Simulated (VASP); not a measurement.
Input of a VASP 6.6.1 run:

POSCAR

```
Ba
1.0
    0.0000000000      3.1778634837      3.1778634837
    3.1778634837      0.0000000000      3.1778634837
    3.1778634837      3.1778634837      0.0000000000
Ba
1
Direct
    0.0000000000      0.0000000000      0.0000000000
```

Contents of INCAR.step1:

```
PREC = Accurate
ENCUT = 520
ISMEAR = -1
SIGMA = 0.05
LREAL = False
LASPH = True
NELM = 60
NBANDS = 11
GGA = PE
ALGO = Normal
EDIFF = 1E-4
LWAVE = True
LCHARG = False
```

Contents of INCAR.step2:

```
PREC = Accurate
ENCUT = 520
EDIFF = 1E-8
ISMEAR = -1
SIGMA = 0.05
LREAL = False
LASPH = True
NELM = 60
ALGO = Normal
ISIF = 2
LWAVE = False
LCHARG = False
METAGGA = R2SCAN
LMIXTAU = True
LEFG = True
NBANDS = 11
ISTART = 1
```

The input KPOINTS:

```
regular mesh
0
Gamma
  9 9 9
```

Potentials or basis: VASP PAW PBE potentials, release 64 (Ba_sv).

The run is started by

```bash
$ cat potpaw_PBE.64/Ba_sv/POTCAR > POTCAR
$ cp INCAR.step1 INCAR
$ mpirun -np 1 vasp_std > vasp.out
$ cp INCAR.step2 INCAR
$ mpirun -np 1 vasp_std > vasp.out
```

Problem. What does it give for the band gap on the k mesh?

Solution. Zero (bands 5 and 6 overlap by 0.15 eV).

Problem. Predict the pressure.

Solution. 0.4 GPa.

Caveat: the PAW data sets were made with another functional, which shifts forces and pressure a little; spin-orbit coupling is left out, which moves the levels of the heavy elements.
